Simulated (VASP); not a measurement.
# MnPt2 (P-3m1) in VASP: settings compared, part 2 of 3

VASP 6.6.1. The steps go on from the part before.

## 3. Single point, r2SCAN, collinear spin, ferromagnetic start

This run uses another cell than the first one, of 14.48 Å³/atom.

POSCAR reads:

```
MnPt2
1.0
    2.8000532941      0.0000000000      0.0000000000
   -1.4000266470      2.4249172847      0.0000000000
    0.0000000000      0.0000000000      6.3991501735
Pt Mn
2 1
Direct
    0.6666666667      0.3333333333      0.3162060000
    0.3333333333      0.6666666667      0.6837940000
    0.0000000000      0.0000000000      0.0000000000
```

INCAR.step1 reads:

```
SYSTEM = MnPt2
PREC     = Accurate       ! precision mode
ENCUT    = 520            ! plane-wave cutoff, eV
ISMEAR   = -1             ! smearing method
SIGMA    = 0.05           ! smearing width, eV
LREAL    = .False.        ! projectors in reciprocal space
LASPH    = .True.         ! aspherical terms in the spheres
NELM     = 150            ! most SCF steps
ISPIN    = 2              ! spin polarisation
MAGMOM   = 0 0 4          ! initial moments
LMAXMIX  = 4              ! l up to which the mixer works
NBANDS   = 28             ! bands
GGA      = PE             ! functional
ALGO     = Normal         ! electronic algorithm
EDIFF    = 1E-4           ! SCF threshold, eV
LWAVE    = .True.         ! write WAVECAR
LCHARG   = .False.        ! write CHGCAR
```

INCAR.step2 reads:

```
SYSTEM = MnPt2
PREC     = Accurate       ! precision mode
ENCUT    = 520            ! plane-wave cutoff, eV
EDIFF    = 1E-6           ! SCF threshold, eV
ISMEAR   = -1             ! smearing method
SIGMA    = 0.05           ! smearing width, eV
LREAL    = .False.        ! projectors in reciprocal space
LASPH    = .True.         ! aspherical terms in the spheres
NELM     = 150            ! most SCF steps
ALGO     = Normal         ! electronic algorithm
ISIF     = 2              ! what is computed and relaxed
LWAVE    = .False.        ! write WAVECAR
LCHARG   = .False.        ! write CHGCAR
ISPIN    = 2              ! spin polarisation
MAGMOM   = 0 0 4          ! initial moments
LORBIT   = 11             ! projections on sites
LMAXMIX  = 4              ! l up to which the mixer works
METAGGA  = R2SCAN         ! meta-GGA
LMIXTAU  = .True.       
NBANDS   = 28             ! bands
ISTART   = 1
```

KPOINTS reads:

```
regular mesh
0
Gamma
  11 11 4
  0 0 0
```

Potentials or basis: VASP PAW PBE potentials, release 64 (Pt, Mn_pv).

On the command line:

```sh
$ cat potpaw_PBE.64/Pt/POTCAR potpaw_PBE.64/Mn_pv/POTCAR > POTCAR
$ cp INCAR.step1 INCAR
$ mpirun -np 1 vasp_std > vasp.out
$ cp INCAR.step2 INCAR
$ mpirun -np 1 vasp_std > vasp.out
```

OUTCAR:

```text
SYSTEM = MnPt2
   PREC = Accurate
   ENCUT = 520
   EDIFF = 1E-6
   ISMEAR = -1
   LREAL = .False.
   LASPH = .True.
   NELM = 150
   ISIF = 2
   ISPIN = 2
   LORBIT = 11
   METAGGA = R2SCAN
   ISTART = 1

 ion  position               nearest neighbor table
   1  0.667  0.333  0.316-   3 2.59   3 2.59   3 2.59   2 2.85   2 2.85   2 2.85
   2  0.333  0.667  0.684-   3 2.59   3 2.59   3 2.59   1 2.85   1 2.85   1 2.85
   3  0.000  0.000  0.000-   1 2.59   2 2.59   1 2.59   2 2.59   1 2.59   2 2.59

  LATTYP: Found a hexagonal cell.
 ALAT       =     2.8000532941
 C/A-ratio  =     2.2853672775

  Lattice vectors:

 A1 = (   2.8000532941,   0.0000000000,   0.0000000000)
 A2 = (  -1.4000266470,   2.4249172847,   0.0000000000)
 A3 = (   0.0000000000,   0.0000000000,   6.3991501735)

Analysis of symmetry for initial positions (statically):
=====================================================================
 Subroutine PRICEL returns:
[... 1686 lines left out ...]
     28      27.2989      0.00000

 [... further k-points ...]

------------------------ aborting loop because EDIFF is reached ----------------------------------------

  FORCE on cell =-STRESS in cart. coord.  units (eV):
  Direction    XX          YY          ZZ          XY          YZ          ZX
  --------------------------------------------------------------------------------------
  -------------------------------------------------------------------------------------
  Total        2.9844598      2.9844598      3.9898642      0.0000000      0.0000000     -0.0000000
  in kB      110.0501872    110.0501872    147.1238810      0.0000000      0.0000000     -0.0000000
  external PRESSURE =     122.4080851 kB  Pullay stress =       0.0000000 kB

 VOLUME and BASIS-vectors are now :
 -----------------------------------------------------------------------------
  energy-cutoff  :      520.00
  volume of cell :       43.45
      direct lattice vectors                 reciprocal lattice vectors
     2.800053294  0.000000000  0.000000000     0.357136060  0.206192600  0.000000000
    -1.400026647  2.424917285  0.000000000     0.000000000  0.412385200  0.000000000
     0.000000000  0.000000000  6.399150173     0.000000000  0.000000000  0.156270750

 POSITION                                       TOTAL-FORCE (eV/Angst)
 -----------------------------------------------------------------------------------
      1.40003      0.80831      2.02345        -0.000000     -0.000000      0.202523
     -0.00000      1.61661      4.37570        -0.000000      0.000000     -0.202523
      0.00000      0.00000      0.00000         0.000000      0.000000      0.000000
 -----------------------------------------------------------------------------------
    total drift:                                0.000000     -0.000000     -0.000000

  FREE ENERGIE OF THE ION-ELECTRON SYSTEM (eV)
  ---------------------------------------------------
  free  energy   TOTEN  =      -119.0132103459 eV

  energy  without entropy=     -119.0052425352  energy(sigma->0) =     -119.00922644

 total charge

# of ion       s       p       d       tot
------------------------------------------
    1        0.683   0.595   8.114   9.392
    2        0.683   0.595   8.114   9.392
    3        0.362   6.300   4.976  11.638
--------------------------------------------------
tot          1.728   7.491  21.203  30.422

 magnetization (x)

# of ion       s       p       d       tot
------------------------------------------
    1       -0.023  -0.017   0.362   0.322
    2       -0.023  -0.017   0.362   0.322
    3        0.019   0.027   3.933   3.979
--------------------------------------------------
tot         -0.027  -0.007   4.657   4.623
```

Wall time 6.4 min (1 thread of AMD EPYC 9R45 (Zen 5), shared host); peak memory 0.24 GiB.

Results:

| Property | Result |
| --- | --- |
| Free energy | -119.0132 eV |
| Pressure | 12.2 GPa |
| Largest force | 0.203 eV/Å |
| Net moment | 4.78 μB per cell |
| Site moments | Pt +0.32; Mn +3.98 μB |
| Valence electrons inside the program's atomic spheres | Pt 9.39; Mn 11.64 |

Forces in eV/Å, atoms in the order of the input:
```
Pt   0.000  0.000  0.203
Pt   0.000  0.000 -0.203
Mn   0.000  0.000  0.000
```

Levels at points of the mesh, in eV from the Fermi level:
Spin up:
| k point | band 15 | band 16 | band 17 | band 18 | band 19 | band 20 | band 21 | band 22 | band 23 | band 24 |
| --- | --- | --- | --- | --- | --- | --- | --- | --- | --- | --- |
| (0.00, 0.00, 0.00) | -2.82 | -2.19 | -2.19 | -1.34 | -1.34 | -1.28 | -1.28 | 10.88 | 11.90 | 15.74 |
| (0.00, 0.00, 0.50) | -2.45 | -2.45 | -2.15 | -2.15 | -0.43 | -0.43 | 0.17 | 6.61 | 14.95 | 15.65 |
Spin down:
```csv
k point,band 12,band 13,band 14,band 15,band 16,band 17,band 18,band 19
"(0.00, 0.00, 0.00)",-2.95,-2.20,-2.20,-1.14,-1.14,1.24,1.97,1.97
"(0.00, 0.00, 0.50)",-1.90,-1.90,-1.66,-1.66,0.22,0.77,2.04,2.04
```

Caveat: the cell stands under pressure; the PAW data sets were made with another functional, which shifts forces and pressure a little; spin-orbit coupling is left out, which moves the levels of the heavy elements.

## 4. Single point, r2SCAN, collinear spin, ferromagnetic start

This run uses another cell than the first one, of 14.79 Å³/atom.

POSCAR reads:

```
MnPt2
1.0
    2.8197726289      0.0000000000      0.0000000000
   -1.4098863145      2.4419947296      0.0000000000
    0.0000000000      0.0000000000      6.4442160962
Pt Mn
2 1
Direct
    0.6666666667      0.3333333333      0.3162060000
    0.3333333333      0.6666666667      0.6837940000
    0.0000000000      0.0000000000      0.0000000000
```

INCAR.step1 reads:

```
SYSTEM = MnPt2
  PREC = Accurate
  ENCUT = 520
  ISMEAR = -1
  SIGMA = 0.05
  LREAL = .FALSE.
  LASPH = .TRUE.
  NELM = 150
  ISPIN = 2
  MAGMOM = 0 0 4
  LMAXMIX = 4
  NBANDS = 28
  GGA = PE
  ALGO = Normal
  EDIFF = 1E-4
  LWAVE = .TRUE.
  LCHARG = .FALSE.
```

INCAR.step2 reads:

```
SYSTEM = MnPt2
  PREC = Accurate
  ENCUT = 520
  EDIFF = 1E-6
  ISMEAR = -1
  SIGMA = 0.05
  LREAL = .FALSE.
  LASPH = .TRUE.
  NELM = 150
  ALGO = Normal
  ISIF = 2
  LWAVE = .FALSE.
  LCHARG = .FALSE.
  ISPIN = 2
  MAGMOM = 0 0 4
  LORBIT = 11
  LMAXMIX = 4
  METAGGA = R2SCAN
  LMIXTAU = .TRUE.
  NBANDS = 28
  ISTART = 1
```

KPOINTS reads:

```
regular mesh
0
G
  11 11 4
  0 0 0
```

On the command line:

```sh
$ cat potpaw_PBE.64/Pt/POTCAR potpaw_PBE.64/Mn_pv/POTCAR > POTCAR
$ cp INCAR.step1 INCAR
$ mpirun -np 1 vasp_std > vasp.out
$ cp INCAR.step2 INCAR
$ mpirun -np 1 vasp_std > vasp.out
```

Run time: 6.6 min. Hardware: 1 thread of AMD EPYC 9R45 (Zen 5), shared host; peak memory 0.24 GiB.

The run converged. Its results:

```yaml
Free_energy: -119.0687 eV
Pressure: 7.0 GPa
Largest_force: 0.153 eV/Å
Net_moment: 4.79 μB per cell
Site_moments: Pt +0.32; Mn +4.00 μB
Valence_electrons_inside_the_program's_atomic_spheres: Pt 9.34; Mn 11.60
```

Forces on the atoms (eV/Å):
```
Pt   0.000  0.000  0.153
Pt   0.000  0.000 -0.153
Mn   0.000  0.000  0.000
```

Stress tensor (GPa, compression positive):
```
5.96 0.00 0.00
0.00 5.96 0.00
0.00 0.00 8.96
```

Levels at points of the mesh, in eV from the Fermi level:
Spin up:
```csv
k point,band 17,band 18,band 19,band 20,band 21,band 22
"(0.00, 0.00, 0.00)",-2.19,-1.31,-1.31,-1.29,-1.29,10.72
"(0.00, 0.00, 0.50)",-2.09,-2.09,-0.46,-0.46,0.20,6.42
```
Spin down:
| k point | band 13 | band 14 | band 15 | band 16 | band 17 | band 18 |
| --- | --- | --- | --- | --- | --- | --- |
| (0.00, 0.00, 0.00) | -2.13 | -2.13 | -1.11 | -1.11 | 1.29 | 1.99 |
| (0.00, 0.00, 0.50) | -1.84 | -1.61 | -1.61 | 0.25 | 0.82 | 2.06 |

Caveat: the cell stands under pressure; the PAW data sets were made with another functional, which shifts forces and pressure a little; spin-orbit coupling is left out, which moves the levels of the heavy elements.

## 5. Single point, LDA, collinear spin, ferromagnetic start

This run uses another cell than the first one, of 13.83 Å³/atom.

INCAR reads:

```
SYSTEM = MnPt2
  ALGO = Normal
  EDIFF = 1E-6
  ENCUT = 600
  GGA = CA
  GGA_COMPAT = .FALSE.
  ISIF = 2
  ISMEAR = -1
  ISPIN = 2
  LASPH = .TRUE.
  LCHARG = .FALSE.
  LMAXMIX = 4
  LORBIT = 11
  LREAL = .FALSE.
  LWAVE = .FALSE.
  MAGMOM = 0 0 4
  NBANDS = 36
  NELM = 200
  PREC = Accurate
  SIGMA = 0.05
```

KPOINTS reads:

```
k-points
0
G
  11 11 4
  0 0 0
```

POSCAR reads:

```
MnPt2
1.0
    2.7106550050      0.0000000000      0.0000000000
   -1.3553275025      2.3474960952      0.0000000000
    0.0000000000      0.0000000000      6.5191020932
Pt Mn
2 1
Direct
    0.6666666667      0.3333333333      0.3163243821
    0.3333333333      0.6666666667      0.6836756179
    0.0000000000      0.0000000000      0.0000000000
```

Potentials or basis: VASP PAW LDA potentials, release 64 (Pt_sv_GW, Mn_sv).

On the command line:

```sh
$ cat potpaw_LDA.64/Pt_sv_GW/POTCAR potpaw_LDA.64/Mn_sv/POTCAR > POTCAR
$ mpirun -np 1 vasp_std > vasp.out
```

OUTCAR:

```text
SYSTEM = MnPt2
   EDIFF = 1E-6
   ENCUT = 600
   GGA = CA
   ISIF = 2
   ISMEAR = -1
   ISPIN = 2
   LASPH = .TRUE.
   LORBIT = 11
   LREAL = .FALSE.
   NELM = 200
   PREC = Accurate

 ion  position               nearest neighbor table
   1  0.667  0.333  0.316-   3 2.59   3 2.59   3 2.59   2 2.86   2 2.86   2 2.86
   2  0.333  0.667  0.684-   3 2.59   3 2.59   3 2.59   1 2.86   1 2.86   1 2.86
   3  0.000  0.000  0.000-   1 2.59   2 2.59   2 2.59   1 2.59   1 2.59   2 2.59

  LATTYP: Found a hexagonal cell.
 ALAT       =     2.7106550050
 C/A-ratio  =     2.4049914435

  Lattice vectors:

 A1 = (   2.7106550050,   0.0000000000,   0.0000000000)
 A2 = (  -1.3553275025,   2.3474960952,   0.0000000000)
 A3 = (   0.0000000000,   0.0000000000,   6.5191020932)

Analysis of symmetry for initial positions (statically):
=====================================================================
 Subroutine PRICEL returns:
 Original cell was already a primitive cell.

 Routine SETGRP: Setting up the symmetry group for a
 hexagonal supercell.

 Subroutine GETGRP returns: Found 12 space group operations
 (whereof 12 operations were pure point group operations)
 out of a pool of 24 trial point group operations.

The static configuration has the point symmetry D_3d.

Analysis of symmetry for dynamics (positions and initial velocities):
=====================================================================
 Subroutine PRICEL returns:
 Original cell was already a primitive cell.

 Routine SETGRP: Setting up the symmetry group for a
 hexagonal supercell.

 Subroutine GETGRP returns: Found 12 space group operations
 (whereof 12 operations were pure point group operations)
 out of a pool of 24 trial point group operations.

The dynamic configuration has the point symmetry D_3d.

Analysis of structural, dynamic, and magnetic symmetry:
[... 159 lines left out ...]
  free energy    TOTEN  =       -24.93634853 eV

  energy without entropy =      -24.89837434  energy(sigma->0) =      -24.91736144

 E-fermi :  11.4642     XC(G=0): -14.2885

 val. band max:       11.4619308902   @ k =  -0.1818   0.4545   0.2500
 cond. band min:      11.4711508595   @ k =   0.3636   0.2727   0.5000
 fundamental gap:      0.0092199692
 Fermi energy:        11.4642048799

 spin component 1

 k-point     1 :       0.0000    0.0000    0.0000
  band No.  band energies     occupation
      1     -87.1175      1.00000
      2     -87.1070      1.00000
      3     -65.4047      1.00000
      4     -41.6025      1.00000
      5     -41.4314      1.00000
      6     -41.2994      1.00000
[... 925 lines left out ...]
     35      25.7020      0.00000
     36      26.0690      0.00000

 [... further k-points ...]

 spin component 2

 k-point     1 :       0.0000    0.0000    0.0000
  band No.  band energies     occupation
      1     -87.2176      1.00000
      2     -87.2071      1.00000
      3     -67.9798      1.00000
      4     -41.7134      1.00000
      5     -41.5458      1.00000
      6     -41.4188      1.00000
[... 925 lines left out ...]
     35      25.1763      0.00000
     36      25.7476      0.00000

 [... further k-points ...]

------------------------ aborting loop because EDIFF is reached ----------------------------------------

  FORCE on cell =-STRESS in cart. coord.  units (eV):
  Direction    XX          YY          ZZ          XY          YZ          ZX
  --------------------------------------------------------------------------------------
  -------------------------------------------------------------------------------------
  Total       -0.4679392     -0.4679392     -0.5535989      0.0000000      0.0000000      0.0000000
  in kB      -18.0731193    -18.0731193    -21.3815352      0.0000000      0.0000000      0.0000000
  external PRESSURE =     -19.1759246 kB  Pullay stress =       0.0000000 kB

 VOLUME and BASIS-vectors are now :
 -----------------------------------------------------------------------------
  energy-cutoff  :      600.00
  volume of cell :       41.48
      direct lattice vectors                 reciprocal lattice vectors
     2.710655005  0.000000000  0.000000000     0.368914524  0.212992900  0.000000000
    -1.355327503  2.347496095  0.000000000     0.000000000  0.425985799  0.000000000
     0.000000000  0.000000000  6.519102093     0.000000000  0.000000000  0.153395358

 POSITION                                       TOTAL-FORCE (eV/Angst)
 -----------------------------------------------------------------------------------
      1.35533      0.78250      2.06215         0.000000      0.000000     -0.052788
     -0.00000      1.56500      4.45695        -0.000000      0.000000      0.052788
      0.00000      0.00000      0.00000         0.000000      0.000000      0.000000
 -----------------------------------------------------------------------------------
    total drift:                                0.000000     -0.000000      0.000000

  FREE ENERGIE OF THE ION-ELECTRON SYSTEM (eV)
  ---------------------------------------------------
  free  energy   TOTEN  =       -24.9363485334 eV

  energy  without entropy=      -24.8983743370  energy(sigma->0) =      -24.91736144

 total charge

# of ion       s       p       d       f       tot
--------------------------------------------------
    1        4.431   6.101   7.855   0.024  18.411
    2        4.431   6.101   7.855   0.024  18.411
    3        2.199   6.050   4.687   0.000  12.937
--------------------------------------------------
tot         11.061  18.253  20.397   0.048  49.759

 magnetization (x)

# of ion       s       p       d       f       tot
--------------------------------------------------
    1        0.038  -0.001  -0.189  -0.002  -0.154
    2        0.038  -0.001  -0.189  -0.002  -0.154
    3       -0.005  -0.009  -2.400   0.000  -2.415
--------------------------------------------------
tot          0.070  -0.012  -2.778  -0.004  -2.723
```

Run time: 7.6 min. Hardware: 1 thread of Intel Xeon Platinum 8488C (Sapphire Rapids), shared host; peak memory 0.3 GiB.

Results:

| Quantity | Value |
| --- | --- |
| Free energy | -24.9363 eV |
| Pressure | -1.9 GPa |
| Largest force | 0.053 eV/Å |
| Band gap on the k mesh | zero (filled and empty bands overlap) |
| Net moment | -2.98 μB per cell |
| Site moments | Pt -0.15; Mn -2.42 μB |
| Valence electrons inside the program's atomic spheres | Pt 18.41; Mn 12.94 |

Forces on the atoms (eV/Å):
```
Pt   0.000  0.000 -0.053
Pt   0.000  0.000  0.053
Mn   0.000  0.000  0.000
```

Levels at points of the mesh, in eV from the Fermi level:
Spin up:
```csv
k point,band 23,band 24,band 25,band 26,band 27,band 28
"(0.00, 0.00, 0.00)",-2.15,-1.09,-1.09,-0.45,0.65,0.65
"(0.00, 0.00, 0.50)",-1.67,-1.67,-0.86,-0.13,0.70,0.70
```
Spin down:
```tsv
k point	band 25	band 26	band 27	band 28	band 29	band 30
(0.00, 0.00, 0.00)	-1.20	-1.20	-1.20	-1.20	-0.38	-0.38
(0.00, 0.00, 0.50)	-1.91	-1.23	-1.23	-0.37	0.11	0.11
```

Caveat: spin-orbit coupling is left out, which moves the levels of the heavy elements.

(Continued in part 3 of 3.)
